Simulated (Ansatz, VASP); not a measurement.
# Two plane-wave programs on NbAl6W

```
Al Nb W
1.0
     0.00000    4.03073    4.03073
     4.03073    0.00000    4.03073
     4.03073    4.03073    0.00000
Al Nb W
6 1 1
Direct
  0.75131 0.24869 0.24869
  0.24869 0.75131 0.75131
  0.24869 0.75131 0.24869
  0.75131 0.24869 0.75131
  0.24869 0.24869 0.75131
  0.75131 0.75131 0.24869
  0.50000 0.50000 0.50000
  0.00000 0.00000 0.00000
```

Alike in both runs: task relaxation of cell and atoms; functional PBE; k mesh 4 × 4 × 4; occupations gaussian, width 0.1 eV; no spin polarisation.

```csv
,VASP,Ansatz
version,VASP 6.6.1,Ansatz 0.2.0
potentials or method,"VASP PAW PBE potentials, release 64 (Al, Nb_sv, W_sv), cutoff 500 eV","scalar-relativistic, plane waves, PAW"
valence electrons in the cell,45,45
```

```csv
,VASP,Ansatz,Ansatz less VASP
"gap on the k mesh at the Fermi level, each at its own relaxed structure (eV)",none,none,-
relaxed volume (Å³/atom),32.17,32.34,+0.171
relaxed cell length with the largest relative difference (Å),7.140,7.152,+0.0126
```

A gap of «none» marks a metal or a gap that the smearing closes.

Neither program's run includes spin-orbit coupling. Noted on VASP's run: the volume moved by over 15 % at a fixed basis, so the end points are rough.
